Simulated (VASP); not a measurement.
**Hf: single point with LDA**

Hf:

```
Hf
1.0
    -1.55951    2.70115    0.00000
     0.00000    0.00000    4.94183
     4.67852    2.70115    0.00000
Hf
4
Direct
  0.50000 0.25000 0.16667
  0.00000 0.25000 0.66667
  0.00000 0.75000 0.33333
  0.50000 0.75000 0.83333
```

```json
{"Program": "VASP 6.6.1", "Task": "single point", "Functional": "LDA", "Potentials or basis": "VASP PAW LDA potentials, release 64 (Hf_pv)", "Cutoff": "520 eV", "k mesh": "12 × 8 × 7", "Occupations": "fermi-dirac, width 0.05 eV", "Spin": "no spin polarisation"}
```

| Property | Result |
| --- | --- |
| Pressure | 0.1 GPa |
| Band gap on the k mesh | zero (bands 20 and 21 overlap by 1.27 eV) |

Levels at points of the mesh, in eV from the Fermi level:
| k point | band 18 | band 19 | band 20 | band 21 | band 22 | band 23 |
| --- | --- | --- | --- | --- | --- | --- |
| (0.00, 0.00, 0.00) | -0.57 | 0.70 | 0.95 | 1.06 | 1.12 | 1.12 |
| (0.50, 0.00, 0.00) | -1.66 | -1.47 | -1.47 | 0.21 | 0.21 | 1.02 |
| (0.00, 0.50, 0.00) | -1.16 | 0.10 | 0.10 | 1.00 | 1.00 | 1.00 |
| (0.50, 0.50, 0.00) | -0.84 | -0.84 | -0.84 | -0.10 | -0.10 | -0.10 |

It took 110 s on 1 thread of Intel(R) Xeon(R) Platinum 8488C (Sapphire Rapids) (shared host), peak memory 0.34 GiB.

Caveat: spin-orbit coupling is left out, which moves the levels of the heavy elements.
